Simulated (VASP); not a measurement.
**Ti: single point with LDA**

The system is Ti.

```xyz
2
Lattice="2.6367 0.0000 0.0000 -1.3184 2.2835 0.0000 0.0000 0.0000 4.2805" Properties=species:S:1:pos:R:3 pbc="T T T"
Ti    0.0000    1.5223    1.0701
Ti    1.3184    0.7612    3.2104
```

* Program: VASP 6.6.1
* Task: single point
* Functional: LDA
* Potentials or basis: VASP PAW LDA potentials, release 64 (Ti_sv)
* Cutoff: 520 eV
* k mesh: 15 × 15 × 8
* Occupations: fermi-dirac, width 0.05 eV
* Spin: no spin polarisation
* Dipole correction: no
* Further INCAR settings: ALGO = Normal; EDIFF = 1e-06; NBANDS = 19

The pressure is 39.7 GPa. The band gap on the k mesh is zero (bands 12 and 13 overlap by 1.40 eV).

Stress tensor (GPa, compression positive):
```
39.63  0.00  0.00
 0.00 39.63  0.00
 0.00  0.00 39.82
```

Levels at points of the mesh, in eV from the Fermi level:
```
           k point  band 8  band 9  band 10  band 11  band 12  band 13  band 14  band 15  band 16  band 17
(0.00, 0.00, 0.00)  -31.45   -6.62    -3.49     0.82     0.87     0.87     1.57     1.57     1.84     2.28
(0.00, 0.00, 0.50)  -31.55   -4.42    -4.42    -0.04    -0.04     0.79     0.79     0.79     0.79     3.90
```

Run time: 52 s on 1 thread of Intel Xeon 8259CL, with other jobs on the host, peak memory 0.16 GiB.

Caveat: the cell stands under pressure.
